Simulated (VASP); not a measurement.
# AlN in VASP: a series of runs

AlN is run at these levels: PBE; tasks: single point.

Program: VASP 6.6.1. These are calculated values, not measurements. Logs are shortened: lines on timing, memory, paths and dates and some standing lists are left out, and cuts for length are marked.

## (1) The cell of the first run

It takes space group F-43m (No. 216, cubic). The conventional cell has a = 4.513 Å, b = 4.513 Å, c = 4.513 Å, α = 90.00°, β = 90.00°, γ = 90.00°. Al (site symmetry -43m) has 4 N at 1.95 Å within 2.6 Å. N (site symmetry -43m) has 4 Al at 1.95 Å within 2.6 Å.

## (2) Single point, PBE

INCAR reads:

```
ALGO = Normal ; EDIFF = 1E-6
ENCUT = 520 ; GGA = PE
ISIF = 2 ; ISMEAR = 0
LASPH = True ; LCHARG = False
LREAL = False ; LWAVE = False
NBANDS = 11 ; NELM = 60
PREC = Accurate ; SIGMA = 0.05
```

KPOINTS reads:

```
k-points
0
Gamma
  10 10 10
```

POSCAR reads:

```
AlN
1.0
    0.0000000000      2.2562903708      2.2562903708
    2.2562903708      0.0000000000      2.2562903708
    2.2562903708      2.2562903708      0.0000000000
Al N
1 1
Direct
    0.0000000000      0.0000000000      0.0000000000
    0.7500000000      0.7500000000      0.7500000000
```

Potentials or basis: VASP PAW PBE potentials, release 64 (Al, N).

Started as:

```bash
cat potpaw_PBE.64/Al/POTCAR potpaw_PBE.64/N/POTCAR > POTCAR
mpirun -np 1 vasp_std > vasp.out
```

OUTCAR:

```text
EDIFF = 1E-6
   ENCUT = 520
   GGA = PE
   ISIF = 2
   ISMEAR = 0
   LASPH = True
   LREAL = False
   NELM = 60
   PREC = Accurate

 ion  position               nearest neighbor table
   1  0.000  0.000  0.000-   2 1.95   2 1.95   2 1.95   2 1.95
   2  0.750  0.750  0.750-   1 1.95   1 1.95   1 1.95   1 1.95

  LATTYP: Found a face centered cubic cell.
 ALAT       =     4.5125807416

  Lattice vectors:

 A1 = (   0.0000000000,   2.2562903708,   2.2562903708)
 A2 = (   2.2562903708,   0.0000000000,   2.2562903708)
 A3 = (   2.2562903708,   2.2562903708,   0.0000000000)

Analysis of symmetry for initial positions (statically):
=====================================================================
 Subroutine PRICEL returns:
 Original cell was already a primitive cell.

 Routine SETGRP: Setting up the symmetry group for a
 face centered cubic supercell.

 Subroutine GETGRP returns: Found 24 space group operations
 (whereof 24 operations were pure point group operations)
 out of a pool of 48 trial point group operations.

The static configuration has the point symmetry T_d .

Analysis of symmetry for dynamics (positions and initial velocities):
=====================================================================
 Subroutine PRICEL returns:
 Original cell was already a primitive cell.

 Routine SETGRP: Setting up the symmetry group for a
 face centered cubic supercell.

 Subroutine GETGRP returns: Found 24 space group operations
 (whereof 24 operations were pure point group operations)
 out of a pool of 48 trial point group operations.

The dynamic configuration has the point symmetry T_d .

 Subroutine INISYM returns: Found 24 space group operations
 (whereof 24 operations are pure point group operations),
 and found     1 'primitive' translations

----------------------------------------------------------------------------------------

                                     Primitive cell

  volume of cell :      22.9729

  direct lattice vectors                    reciprocal lattice vectors
     0.000000000  2.256290371  2.256290371    -0.221602683  0.221602683  0.221602683
     2.256290371  0.000000000  2.256290371     0.221602683 -0.221602683  0.221602683
     2.256290371  2.256290371  0.000000000     0.221602683  0.221602683 -0.221602683

  length of vectors
     3.190876443  3.190876443  3.190876443     0.383827106  0.383827106  0.383827106

  position of ions in fractional coordinates (direct lattice)
     0.000000000  0.000000000  0.000000000
     0.750000000  0.750000000  0.750000000

  ion indices of the primitive-cell ions
   primitive index   ion index
                 1           1
                 2           2

----------------------------------------------------------------------------------------

 KPOINTS: k-points

Automatic generation of k-mesh.
 Grid dimensions read from file:
 generate k-points for:   10   10   10

 Generating k-lattice:

  Cartesian coordinates                     Fractional coordinates (reciprocal lattice)
    -0.022160268  0.022160268  0.022160268     0.100000000  0.000000000  0.000000000
     0.022160268 -0.022160268  0.022160268     0.000000000  0.100000000  0.000000000
     0.022160268  0.022160268 -0.022160268     0.000000000  0.000000000  0.100000000

  Length of vectors
     0.038382711  0.038382711  0.038382711

  Shift w.r.t. Gamma in fractional coordinates (k-lattice)
     0.000000000  0.000000000  0.000000000

 Subroutine IBZKPT returns following result:
 ===========================================

 Found     47 irreducible k-points:

 Following reciprocal coordinates:
            Coordinates               Weight
  0.000000  0.000000  0.000000      1.000000
  0.100000  0.000000  0.000000      8.000000
  0.200000  0.000000  0.000000      8.000000
  0.300000  0.000000  0.000000      8.000000
  0.400000  0.000000  0.000000      8.000000
  0.500000  0.000000  0.000000      4.000000
[... 16 lines left out ...]
  0.300000  0.300000  0.000000      6.000000
  0.400000  0.300000  0.000000     24.000000
 [... further k-points ...]
   k-points           NKPTS =     47   k-points in BZ     NKDIM =     47   number of bands    NBANDS=     11
   number of dos      NEDOS =    301   number of ions     NIONS =      2
   total plane-waves  NPLWV =  13824
   dimension x,y,z NGX =    24 NGY =   24 NGZ =   24
   dimension x,y,z NGXF=    48 NGYF=   48 NGZF=   48
   ions per type =               1   1
   NGX,Y,Z   is equivalent  to a cutoff of  12.50, 12.50, 12.50 a.u.
   NGXF,Y,Z  is equivalent  to a cutoff of  25.01, 25.01, 25.01 a.u.
 SYSTEM =  unknown system
   PREC   = accura    normal or accurate (medium, high low for compatibility)
   ISTART =      0    job   : 0-new  1-cont  2-samecut
   ICHARG =      2    charge: 1-file 2-atom 10-const
   ISPIN  =      1    spin polarized calculation?
   LNONCOLLINEAR =      F non collinear calculations
   LSORBIT =      F    spin-orbit coupling
   LASPH  =      T    aspherical Exc in radial PAW
   ENCUT  =  520.0 eV  38.22 Ry    6.18 a.u.   5.93  5.93  5.93*2*pi/ulx,y,z
   NELM   =     60;   NELMIN=  2; NELMDL= -5     # of ELM steps
   EDIFF  = 0.1E-05   stopping-criterion for ELM
   LREAL  =      F    real-space projection
   EDIFFG = 0.1E-04   stopping-criterion for IOM
   NSW    =      0    number of steps for IOM
   IBRION =     -1    ionic relax: 0-MD 1-quasi-New 2-CG
   NFREE  =      0    steps in history (QN), initial steepest desc. (CG)
   ISIF   =      2    stress and relaxation
   ISYM   =      2    0-nonsym 1-usesym 2-fastsym
   POTIM  = 0.5000    time-step for ionic-motion
   TEBEG  =    0.0;   TEEND  =   0.0 temperature during run
   PSTRESS=    0.0 pullay stress
   NELECT =       8.0000    total number of electrons
   NUPDOWN=      -1.0000    fix difference up-down
   EMIN   =  10.00;   EMAX   =-10.00  energy-range for DOS
   EFERMI =   0.00;   METHOD = LEGACY
   ISMEAR =     0;   SIGMA  =   0.05  broadening in eV -4-tet -1-fermi 0-gaus
   EFERMI_NEDOS =   21; number of points for ismear=-14 and -15
   IALGO  =     38    algorithm
   IMIX   =      4    mixing-type and parameters
     AMIX     =   0.40;   BMIX     =  1.00
     AMIX_MAG =   1.60;   BMIX_MAG =  1.00
  volume/ion in A,a.u.               =      11.49        77.51
  Fermi-wavevector in a.u.,A,eV,Ry     =   1.151772  2.176533 18.049199  1.326579
  Thomas-Fermi vector in A             =   2.288427
   LORBIT       =      0    0 simple, 1 ext, 2 COOP (PROOUT), +10 PAW based schemes
   GGA     = PE    functional components
   LHFCALC =     F    Hartree Fock is set to
   AEXX    =    0.0000 exact exchange contribution
   IVDW    =     0    specifies the selected vdW correction
   LEPSILON=     F    determine dielectric tensor
   LRPA    =     F    only Hartree local field effects (RPA)
 non-spin polarized calculation
 Gauss-broadening in eV      SIGMA  =   0.05
  energy-cutoff  :      520.00
  volume of cell :       22.97
 maximum number of plane-waves:       636
   NGX = 11   NGY = 11   NGZ = 11

 number of electron       8.0000001 magnetization

 Free energy of the ion-electron system (eV)
  ---------------------------------------------------
  ext. energy  EPLUGINS =         0.00000000
  ---------------------------------------------------
  free energy    TOTEN  =       -14.77911703 eV

  energy without entropy =      -14.77911703  energy(sigma->0) =      -14.77911703

 E-fermi :   5.3861     XC(G=0): -10.5146

 val. band max:        5.0841463015   @ k =   0.0000   0.0000   0.0000
 cond. band min:       8.3453572993   @ k =   0.5000   0.5000   0.0000
 fundamental gap:      3.2612109978
 Fermi energy:         5.3861091989

 k-point     1 :       0.0000    0.0000    0.0000
  band No.  band energies     occupation
      1      -9.3522      2.00000
      2       5.0841      2.00000
      3       5.0841      2.00000
      4       5.0841      2.00000
      5       8.4426      0.00000
      6      16.7067      0.00000
      7      16.7067      0.00000
      8      16.7067      0.00000
      9      22.0043      0.00000
     10      22.0043      0.00000
     11      23.2283      0.00000

 k-point     2 :       0.1000    0.0000    0.0000
  band No.  band energies     occupation
      1      -9.2222      2.00000
      2       4.2697      2.00000
      3       5.0337      2.00000
      4       5.0337      2.00000
      5       9.1323      0.00000
      6      16.3226      0.00000
      7      16.8290      0.00000
      8      16.8290      0.00000
      9      20.8238      0.00000
     10      20.8238      0.00000
     11      22.4846      0.00000

 k-point     3 :       0.2000    0.0000    0.0000
  band No.  band energies     occupation
      1      -8.8543      2.00000
      2       2.7463      2.00000
      3       4.9082      2.00000
      4       4.9082      2.00000
      5      10.2551      0.00000
      6      15.5549      0.00000
      7      16.8285      0.00000
      8      16.8285      0.00000
      9      20.2653      0.00000
     10      20.2653      0.00000
     11      21.5932      0.00000

 k-point     4 :       0.3000    0.0000    0.0000
  band No.  band energies     occupation
      1      -8.3266      2.00000
      2       1.2315      2.00000
      3       4.7644      2.00000
      4       4.7644      2.00000
      5      11.0834      0.00000
      6      14.8766      0.00000
      7      16.3261      0.00000
      8      16.3261      0.00000
      9      21.1318      0.00000
     10      21.1318      0.00000
     11      21.2941      0.00000
[... 239 lines left out ...]
 k-point    22 :      -0.2000    0.2000    0.0000
  band No.  band energies     occupation
      1      -8.1530      2.00000
      2       1.4969      2.00000
      3       3.4988      2.00000
      4       4.8285      2.00000
      5      11.9018      0.00000
      6      14.3037      0.00000
      7      15.6234      0.00000
      8      16.8518      0.00000
      9      19.2777      0.00000
     10      22.3290      0.00000
     11      25.3069      0.00000

 k-point    23 :       0.3000    0.3000    0.0000
  band No.  band energies     occupation
      1      -7.9970      2.00000
      2       1.6921      2.00000
      3       3.9187      2.00000
      4       3.9187      2.00000
      5      10.0945      0.00000
      6      14.0563      0.00000
      7      16.0356      0.00000
      8      18.4998      0.00000
      9      18.4998      0.00000
     10      24.5190      0.00000
     11      27.1819      0.00000

 k-point    24 :       0.4000    0.3000    0.0000
  band No.  band energies     occupation
      1      -7.6008      2.00000
      2       1.1266      2.00000
      3       3.4868      2.00000
      4       3.7633      2.00000
      5       9.7771      0.00000
      6      13.9344      0.00000
      7      16.2642      0.00000
      8      18.6207      0.00000
      9      19.0632      0.00000
     10      25.2997      0.00000
     11      26.9634      0.00000

 [... further k-points ...]

------------------------ aborting loop because EDIFF is reached ----------------------------------------

  FORCE on cell =-STRESS in cart. coord.  units (eV):
  Direction    XX          YY          ZZ          XY          YZ          ZX
  --------------------------------------------------------------------------------------
  -------------------------------------------------------------------------------------
  Total       -1.7994870     -1.7994870     -1.7994870      0.0000000     -0.0000000     -0.0000000
  in kB     -125.5001735   -125.5001735   -125.5001735      0.0000000     -0.0000000     -0.0000000
  external PRESSURE =    -125.5001735 kB  Pullay stress =       0.0000000 kB

 VOLUME and BASIS-vectors are now :
 -----------------------------------------------------------------------------
  energy-cutoff  :      520.00
  volume of cell :       22.97
      direct lattice vectors                 reciprocal lattice vectors
     0.000000000  2.256290371  2.256290371    -0.221602683  0.221602683  0.221602683
     2.256290371  0.000000000  2.256290371     0.221602683 -0.221602683  0.221602683
     2.256290371  2.256290371  0.000000000     0.221602683  0.221602683 -0.221602683

 POSITION                                       TOTAL-FORCE (eV/Angst)
 -----------------------------------------------------------------------------------
      0.00000      0.00000      0.00000         0.000000      0.000000      0.000000
      3.38444      3.38444      3.38444        -0.000000     -0.000000     -0.000000
 -----------------------------------------------------------------------------------
    total drift:                                0.000000      0.000000      0.000000

  FREE ENERGIE OF THE ION-ELECTRON SYSTEM (eV)
  ---------------------------------------------------
  free  energy   TOTEN  =       -14.7791170289 eV

  energy  without entropy=      -14.7791170289  energy(sigma->0) =      -14.77911703
```

Run time: 6 s. Hardware: 1 thread of AMD EPYC 9R45 (Zen 5), shared host; peak memory 0.11 GiB.

What came out:

```
Free energy            : -14.7791 eV
Pressure               : -12.6 GPa
Band gap on the k mesh : 3.26 eV, indirect (least direct gap 3.36 eV)
```

Levels at points of the mesh, in eV from the valence-band top:
| k point | band 1 | band 2 | band 3 | band 4 | band 5 | band 6 | band 7 | band 8 |
| --- | --- | --- | --- | --- | --- | --- | --- | --- |
| (0.00, 0.00, 0.00) | -14.44 | 0.00 | 0.00 | 0.00 | 3.36 | 11.62 | 11.62 | 11.62 |
| (0.50, 0.00, 0.00) | -12.66 | -5.46 | -0.47 | -0.47 | 6.51 | 9.21 | 10.54 | 10.54 |
| (0.50, 0.50, 0.00) | -12.12 | -4.62 | -1.67 | -1.67 | 3.26 | 8.02 | 12.71 | 14.55 |

A k mesh can miss the band edges.

## (3) Single point, PBE

This run uses another cell than the first one, of 9.89 Å³/atom, 0.861 times its volume.

INCAR reads:

```
ALGO = Normal
EDIFF = 1E-6
ENCUT = 520
GGA = PE
ISIF = 2
ISMEAR = 0
LASPH = True
LCHARG = False
LREAL = False
LWAVE = False
NBANDS = 11
NELM = 80
PREC = Accurate
SIGMA = 0.05
```

KPOINTS is that of step 2.

POSCAR reads:

```
AlN
1.0
    0.0000000000      2.1462274258      2.1462274258
    2.1462274258      0.0000000000      2.1462274258
    2.1462274258      2.1462274258      0.0000000000
Al N
1 1
Direct
   -0.0022875944      0.0022875944      0.0022875944
    0.7544065694      0.7455934306      0.7455934306
```

Potentials or basis: VASP PAW PBE potentials, release 64 (Al, N).

Started as:

```bash
cat potpaw_PBE.64/Al/POTCAR potpaw_PBE.64/N/POTCAR > POTCAR
mpirun -np 1 vasp_std > vasp.out
```

Wall time 18 s (1 thread of AMD EPYC 9R45 (Zen 5), shared host); peak memory 0.13 GiB.

Results (log left out):

```
Free energy            : -14.7634 eV
Pressure               : 17.0 GPa
Largest force          : 0.489 eV/Å
Band gap on the k mesh : 3.27 eV, indirect (least direct gap 4.59 eV)
```

Forces on the atoms (eV/Å):
```
Al  -0.489  0.000  0.000
N    0.489  0.000  0.000
```

Stress tensor (GPa, compression positive):
```
16.82  0.00  0.00
 0.00 17.03 -2.87
 0.00 -2.87 17.03
```

Levels at points of the mesh, in eV from the valence-band top:
| k point | band 1 | band 2 | band 3 | band 4 | band 5 | band 6 | band 7 | band 8 | band 9 |
| --- | --- | --- | --- | --- | --- | --- | --- | --- | --- |
| (0.00, 0.00, 0.00) | -15.37 | -0.15 | -0.08 | 0.00 | 4.59 | 13.00 | 13.01 | 13.02 | 18.03 |
| (0.50, 0.00, 0.00) | -13.16 | -6.13 | -0.63 | -0.54 | 7.81 | 10.16 | 11.37 | 11.42 | 18.62 |
| (0.00, 0.50, 0.00) | -13.16 | -6.17 | -0.58 | -0.49 | 7.76 | 10.13 | 11.38 | 11.44 | 18.61 |
| (0.50, 0.50, 0.00) | -12.47 | -5.14 | -1.90 | -1.90 | 3.27 | 8.85 | 14.61 | 16.32 | 16.32 |
| (0.00, 0.50, 0.50) | -12.47 | -5.14 | -1.96 | -1.85 | 3.27 | 8.86 | 14.61 | 16.29 | 16.34 |
